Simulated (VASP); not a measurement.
Wanted: the native input for a VASP 6.6.1 run.

| Property | Result |
| --- | --- |
| Task | single point |
| Functional | PBE |
| Potentials or basis | VASP PAW PBE potentials, release 64 (Co_sv, O) |
| Cutoff | 600 eV |
| k mesh | 10 × 10 × 10 |
| Occupations | gaussian, width 0.05 eV |
| Spin | collinear spin, ferromagnetic start |
| Starting moments | [2.87, 0.0] μB |
| Hubbard terms | Co d U = 4.3 eV |
| Dipole correction | no |
| Second run | valence_matched |
| Further INCAR settings | ALGO = Normal; EDIFF = 1e-06; NBANDS = 22 |

The structure of CoO lies in POSCAR:

```
CoO
1.0
   -1.5080004431      1.5080004431      2.1072503604
    1.5080004431     -1.5080004431      2.1072503604
    1.5080004431      1.5080004431     -2.1072503604
Co O
1 1
Direct
    0.0000000000      0.0000000000      0.0000000000
    0.5000000000      0.5000000000      0.0000000000
```

The input as run:

INCAR

```
ALGO     = Normal         # electronic algorithm
EDIFF    = 1E-6           # SCF threshold, eV
ENCUT    = 600            # plane-wave cutoff, eV
GGA      = PE             # functional
GGA_COMPAT= False        
ISIF     = 2              # what is computed and relaxed
ISMEAR   = 0              # smearing method
ISPIN    = 2              # spin polarisation
LASPH    = True           # aspherical terms in the spheres
LCHARG   = False          # write CHGCAR
LDAU     = True           # DFT+U
LDAUJ    = 0 0          
LDAUL    = 2 -1           # shell
LDAUPRINT= 1            
LDAUTYPE = 2            
LDAUU    = 4.3 0          # U, eV
LMAXMIX  = 4              # l up to which the mixer works
LORBIT   = 11             # projections on sites
LREAL    = False          # projectors in reciprocal space
LWAVE    = False          # write WAVECAR
MAGMOM   = 2.87 0         # initial moments
NBANDS   = 22             # bands
NELM     = 200            # most SCF steps
PREC     = Accurate       # precision mode
SIGMA    = 0.05           # smearing width, eV
```

KPOINTS

```
k-points
0
Gamma
  10 10 10
```

Potentials or basis: VASP PAW PBE potentials, release 64 (Co_sv, O).

Command:

```sh
$ cat potpaw_PBE.64/Co_sv/POTCAR potpaw_PBE.64/O/POTCAR > POTCAR
$ mpirun -np 1 vasp_std > vasp.out
```

Results of the run:

- Pressure: 0.3 GPa
- Band gap on the k mesh: zero (filled and empty bands overlap)
- Net moment: 3.00 μB per cell
- Site moments: Co +2.73; O +0.22 μB
- Valence electrons inside the program's atomic spheres: Co 14.88; O 5.02

Caveat: a cell with one magnetic atom can't hold antiferromagnetic order, which such compounds often take.

Run time: 51 s on 1 thread of Intel(R) Xeon(R) Platinum 8488C (Sapphire Rapids), with other jobs on the host, peak memory 0.2 GiB.
